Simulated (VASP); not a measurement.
# Ca (Cmcm) in VASP: notebook

Runs on Ca. Level: PBE. Tasks: single point, relaxation of cell and atoms.

Everything below comes from runs of VASP 6.6.1. Logs are shortened: lines on timing, memory, paths and dates and some standing lists are left out, and cuts for length are marked.

## Step 1: The cell of the first run

The structure is orthorhombic, space group Cmcm (No. 63). Conventional cell: a = 3.770 Å, b = 6.729 Å, c = 6.389 Å, α = 90.00°, β = 90.00°, γ = 90.00°. Ca (site symmetry m2m) has 12 Ca at 3.77 to 3.95 Å within 5.0 Å.

## Step 2: Single point, PBE (strained)

File INCAR:

```
SYSTEM = Ca
ALGO = Fast
EDIFF = 1E-6
ENCUT = 520
GGA = PE
ISIF = 2
ISMEAR = 0
LASPH = .True.
LCHARG = .False.
LREAL = .False.
LWAVE = .False.
NBANDS = 17
NELM = 80
PREC = Accurate
SIGMA = 0.1
```

File KPOINTS:

```
k-points
0
Gamma
  12 12 8
  0 0 0
```

File POSCAR:

```
Ca
1.0
    1.8849735319     -3.3645912194      0.0000000000
    1.8849735319      3.3645912194      0.0000000000
    0.0000000000      0.0000000000      6.3889535373
Ca
2
Direct
    0.8267513514      0.1732486486      0.2500000000
    0.1732486486      0.8267513514      0.7500000000
```

Potentials or basis: VASP PAW PBE potentials, release 64 (Ca_sv).

Launch:

```console
cat potpaw_PBE.64/Ca_sv/POTCAR > POTCAR
mpirun -np 1 vasp_std > vasp.out
```

OUTCAR:

```text
SYSTEM = Ca
   EDIFF = 1E-6
   ENCUT = 520
   GGA = PE
   ISIF = 2
   ISMEAR = 0
   LASPH = .True.
   LREAL = .False.
   NELM = 80
   PREC = Accurate

 ion  position               nearest neighbor table
   1  0.827  0.173  0.250-
   2  0.173  0.827  0.750-

  LATTYP: Found a base centered orthorhombic cell.
 ALAT       =     3.7699470638
 B/A-ratio  =     1.7849540922
 C/A-ratio  =     1.6947064320

  Lattice vectors:

 A1 = (   1.8849735319,  -3.3645912194,   0.0000000000)
 A2 = (   1.8849735319,   3.3645912194,   0.0000000000)
 A3 = (   0.0000000000,   0.0000000000,   6.3889535373)

Analysis of symmetry for initial positions (statically):
=====================================================================
 Subroutine PRICEL returns:
 Original cell was already a primitive cell.

 Routine SETGRP: Setting up the symmetry group for a
 base centered orthorhombic supercell.

 Subroutine GETGRP returns: Found  8 space group operations
 (whereof  4 operations were pure point group operations)
 out of a pool of  8 trial point group operations.

The static configuration has the point symmetry C_2h.
 The point group associated with its full space group is D_2h.

Analysis of symmetry for dynamics (positions and initial velocities):
=====================================================================
 Subroutine PRICEL returns:
 Original cell was already a primitive cell.

 Routine SETGRP: Setting up the symmetry group for a
 base centered orthorhombic supercell.

 Subroutine GETGRP returns: Found  8 space group operations
 (whereof  4 operations were pure point group operations)
 out of a pool of  8 trial point group operations.

The dynamic configuration has the point symmetry C_2h.
 The point group associated with its full space group is D_2h.

 Subroutine INISYM returns: Found  8 space group operations
 (whereof  4 operations are pure point group operations),
 and found     1 'primitive' translations

----------------------------------------------------------------------------------------

                                     Primitive cell

  volume of cell :      81.0396

  direct lattice vectors                    reciprocal lattice vectors
[... 83 lines left out ...]
   LSORBIT =      F    spin-orbit coupling
   LASPH  =      T    aspherical Exc in radial PAW
   ENCUT  =  520.0 eV  38.22 Ry    6.18 a.u.   7.17  7.17 11.88*2*pi/ulx,y,z
   NELM   =     80;   NELMIN=  2; NELMDL= -5     # of ELM steps
   EDIFF  = 0.1E-05   stopping-criterion for ELM
   LREAL  =      F    real-space projection
   EDIFFG = 0.1E-04   stopping-criterion for IOM
   NSW    =      0    number of steps for IOM
   IBRION =     -1    ionic relax: 0-MD 1-quasi-New 2-CG
   NFREE  =      0    steps in history (QN), initial steepest desc. (CG)
   ISIF   =      2    stress and relaxation
   ISYM   =      2    0-nonsym 1-usesym 2-fastsym
   POTIM  = 0.5000    time-step for ionic-motion
   TEBEG  =    0.0;   TEEND  =   0.0 temperature during run
   PSTRESS=    0.0 pullay stress
   NELECT =      20.0000    total number of electrons
   NUPDOWN=      -1.0000    fix difference up-down
   EMIN   =  10.00;   EMAX   =-10.00  energy-range for DOS
   EFERMI =   0.00;   METHOD = LEGACY
   ISMEAR =     0;   SIGMA  =   0.10  broadening in eV -4-tet -1-fermi 0-gaus
   EFERMI_NEDOS =   21; number of points for ismear=-14 and -15
   IALGO  =     68    algorithm
   IMIX   =      4    mixing-type and parameters
     AMIX     =   0.40;   BMIX     =  1.00
     AMIX_MAG =   1.60;   BMIX_MAG =  1.00
  volume/ion in A,a.u.               =      40.52       273.44
  Fermi-wavevector in a.u.,A,eV,Ry     =   1.026879  1.940519 14.347064  1.054479
  Thomas-Fermi vector in A             =   2.160794
   LORBIT       =      0    0 simple, 1 ext, 2 COOP (PROOUT), +10 PAW based schemes
   GGA     = PE    functional components
   LHFCALC =     F    Hartree Fock is set to
   AEXX    =    0.0000 exact exchange contribution
   IVDW    =     0    specifies the selected vdW correction
   LEPSILON=     F    determine dielectric tensor
   LRPA    =     F    only Hartree local field effects (RPA)
 non-spin polarized calculation
 RMM-DIIS sequential band-by-band and
 Gauss-broadening in eV      SIGMA  =   0.10
  energy-cutoff  :      520.00
  volume of cell :       81.04
 maximum number of plane-waves:      2199
 NGX is ok and might be reduce to    30
   NGX = 15   NGY = 15   NGZ = 23

 number of electron      19.9999994 magnetization

 Free energy of the ion-electron system (eV)
  ---------------------------------------------------
  ext. energy  EPLUGINS =         0.00000000
  ---------------------------------------------------
  free energy    TOTEN  =        -3.83944258 eV

  energy without entropy =       -3.82845675  energy(sigma->0) =       -3.83394966

 E-fermi :   2.1802     XC(G=0):  -7.8613

 val. band max:        2.1784849826   @ k =   0.1667   0.1667   0.0000
 cond. band min:       2.1838248736   @ k =   0.4167   0.2500   0.2500
 fundamental gap:      0.0053398911
 Fermi energy:         2.1801912744

 k-point     1 :       0.0000    0.0000    0.0000
  band No.  band energies     occupation
      1     -39.7906      2.00000
      2     -39.7755      2.00000
      3     -20.8494      2.00000
      4     -20.7274      2.00000
      5     -20.7200      2.00000
      6     -20.7049      2.00000
[... 457 lines left out ...]
      4     -20.8037      2.00000
      5     -20.7970      2.00000
      6     -20.7662      2.00000
[... 9 lines left out ...]
     16       5.3771      0.00000
     17       5.9277      0.00000

 [... further k-points ...]

------------------------ aborting loop because EDIFF is reached ----------------------------------------

  FORCE on cell =-STRESS in cart. coord.  units (eV):
  Direction    XX          YY          ZZ          XY          YZ          ZX
  --------------------------------------------------------------------------------------
  -------------------------------------------------------------------------------------
  Total        0.8046336      0.2113377      0.2747574      0.0000000      0.0000000      0.0000000
  in kB       15.9078492      4.1782094      5.4320368      0.0000000      0.0000000      0.0000000
  external PRESSURE =       8.5060318 kB  Pullay stress =       0.0000000 kB

 VOLUME and BASIS-vectors are now :
 -----------------------------------------------------------------------------
  energy-cutoff  :      520.00
  volume of cell :       81.04
      direct lattice vectors                 reciprocal lattice vectors
     1.884973532 -3.364591219  0.000000000     0.265255714 -0.148606463  0.000000000
     1.884973532  3.364591219  0.000000000     0.265255714  0.148606463  0.000000000
     0.000000000  0.000000000  6.388953537     0.000000000  0.000000000  0.156520155

 POSITION                                       TOTAL-FORCE (eV/Angst)
 -----------------------------------------------------------------------------------
      1.88497     -2.19877      1.59724         0.000000     -0.058322      0.000000
      1.88497      2.19877      4.79172         0.000000      0.058322     -0.000000
 -----------------------------------------------------------------------------------
    total drift:                                0.000000     -0.000000      0.000000

  FREE ENERGIE OF THE ION-ELECTRON SYSTEM (eV)
  ---------------------------------------------------
  free  energy   TOTEN  =        -3.8394425783 eV

  energy  without entropy=       -3.8284567506  energy(sigma->0) =       -3.83394966
```

stdout:

```text
POSCAR found type information on POSCAR Ca
 POSCAR found :  1 types and       2 ions
 scaLAPACK will be used
 LDA part: xc-table for (Slater+PW92), standard interpolation
 POSCAR, INCAR and KPOINTS ok, starting setup
 FFT: planning ... GRIDC
 FFT: planning ... GRID_SOFT
 FFT: planning ... GRID
 WAVECAR not read
 entering main loop
WARNING in EDDRMM: call to ZHEGV failed, returncode =   8  4     12
WARNING in EDDRMM: call to ZHEGV failed, returncode =   8  4     16
WARNING in EDDRMM: call to ZHEGV failed, returncode =   8  4      9
WARNING in EDDRMM: call to ZHEGV failed, returncode =   8  4      9
WARNING in EDDRMM: call to ZHEGV failed, returncode =   6  3      9
WARNING in EDDRMM: call to ZHEGV failed, returncode =   8  4     14
WARNING in EDDRMM: call to ZHEGV failed, returncode =   6  3     13
WARNING in EDDRMM: call to ZHEGV failed, returncode =   6  3     15
```

Wall time 10 min (1 thread of Intel Xeon Platinum 8375C at 2.90GHz (Ice Lake), shared host); peak memory 0.38 GiB.

Results:

* Free energy: -3.8394 eV
* Pressure: 0.9 GPa
* Largest force: 0.058 eV/Å
* Band gap on the k mesh: zero (bands 10 and 11 overlap by 0.52 eV)

Forces on the atoms (eV/Å):
```
Ca   0.000 -0.058  0.000
Ca   0.000  0.058  0.000
```

Stress tensor (GPa, compression positive):
```
1.59 0.00 0.00
0.00 0.42 0.00
0.00 0.00 0.54
```

Caveat: the cell differs from its parent crystal (strained).

## Step 3: Relaxation of cell and atoms, PBE

This run uses another cell than the first one, of 43.57 Å³/atom.

File INCAR:

```
PREC     = Accurate       # precision mode
ENCUT    = 600            # plane-wave cutoff, eV
EDIFF    = 1E-6           # SCF threshold, eV
ISMEAR   = 0              # smearing method
SIGMA    = 0.1            # smearing width, eV
LREAL    = F              # projectors in reciprocal space
LASPH    = T              # aspherical terms in the spheres
NELM     = 80             # most SCF steps
ALGO     = Fast           # electronic algorithm
ISIF     = 3              # what is computed and relaxed
LWAVE    = F              # write WAVECAR
LCHARG   = F              # write CHGCAR
GGA      = PE             # functional
IBRION   = 2              # ionic algorithm
NSW      = 100            # ionic steps
EDIFFG   = -0.005         # ionic threshold
```

File KPOINTS:

```
Automatic mesh
0
Gamma
  12 12 8
```

File POSCAR:

```
Ca
1.0
    1.9712759950     -3.3954901800      0.0000000000
    1.9712759950      3.3954901800      0.0000000000
    0.0000000000      0.0000000000      6.5091117400
Ca
2
Direct
    0.8355866000      0.1644134000      0.2500000000
    0.1644134000      0.8355866000      0.7500000000
```

Potentials or basis: VASP PAW PBE potentials, release 64 (Ca_sv).

Launch:

```console
cat potpaw_PBE.64/Ca_sv/POTCAR > POTCAR
mpirun -np 1 vasp_std > vasp.out
```

Wall time 29 min (1 thread of Oxide Virtual Turin-like, shared host); peak memory 0.42 GiB.

The run converged. Its results:

```
Free energy                           : -3.8579 eV
Relaxed volume                        : 42.44 Å³/atom
Relaxed cell                          : a = 3.911 Å, b = 3.911 Å, c = 6.420 Å, α = 90.00°, β = 90.00°, γ = 120.18°
Space group after relaxing (to 0.1 Å) : P6_3/mmc (No. 194)
Energy gained by relaxing             : 1.9 meV/atom
Ionic steps                           : 13
Pressure after relaxing               : 0.0 GPa
Largest force after relaxing          : 0.004 eV/Å
Band gap on the k mesh                : zero (bands 10 and 11 overlap by 0.51 eV)
```

Forces on the atoms (eV/Å):
```
Ca   0.000  0.004  0.000
Ca   0.000 -0.004  0.000
```

Step by step:
| step | energy change (eV) | largest force (eV/Å) | pressure (GPa) | volume (Å³) |
| --- | --- | --- | --- | --- |
| 1 | 0.0000 | 0.0162 | -0.45 | 87.14 |
| 2 | -0.0032 | 0.0132 | -0.15 | 85.60 |
| 3 | -0.0036 | 0.0110 | 0.05 | 84.53 |
| 4 | -0.0037 | 0.0113 | 0.03 | 84.69 |
| 5 | -0.0037 | 0.0117 | 0.00 | 84.84 |
| 6 | -0.0037 | 0.0115 | 0.03 | 84.76 |
| 7 | -0.0037 | 0.0087 | 0.02 | 84.81 |
| 8 | -0.0038 | 0.0064 | 0.02 | 84.86 |
| 9 | -0.0038 | 0.0051 | 0.01 | 84.88 |
| 10 | -0.0038 | 0.0059 | 0.00 | 84.88 |
| 11 | -0.0038 | 0.0060 | 0.00 | 84.87 |
| 12 | -0.0038 | 0.0064 | 0.00 | 84.87 |
| 13 | -0.0038 | 0.0039 | 0.01 | 84.88 |

Final structure:
```
CELL_PARAMETERS angstrom
1.94999 -3.39009 0.00000
1.94999 3.39009 0.00000
0.00000 0.00000 6.42001
ATOMIC_POSITIONS crystal
Ca 0.83509 0.16491 0.25000
Ca 0.16491 0.83509 0.75000
```

Levels at points of the mesh, in eV from the Fermi level:
```tsv
k point	band 7	band 8	band 9	band 10	band 11	band 12	band 13	band 14
(0.00, 0.00, 0.00)	-23.00	-23.00	-4.08	-1.08	-0.26	2.23	2.24	2.28
(0.50, 0.00, 0.00)	-23.03	-23.02	-1.14	-0.71	0.18	0.35	1.35	1.89
(0.50, 0.50, 0.00)	-23.03	-23.02	-1.14	-0.74	0.20	0.36	1.30	1.85
(0.00, 0.00, 0.50)	-23.01	-23.01	-3.08	-3.08	1.35	1.35	2.24	2.26
(0.50, 0.00, 0.50)	-23.03	-23.03	-0.71	-0.71	0.07	0.07	1.43	1.43
(0.50, 0.50, 0.50)	-23.03	-23.03	-0.72	-0.72	0.07	0.07	1.41	1.41
```
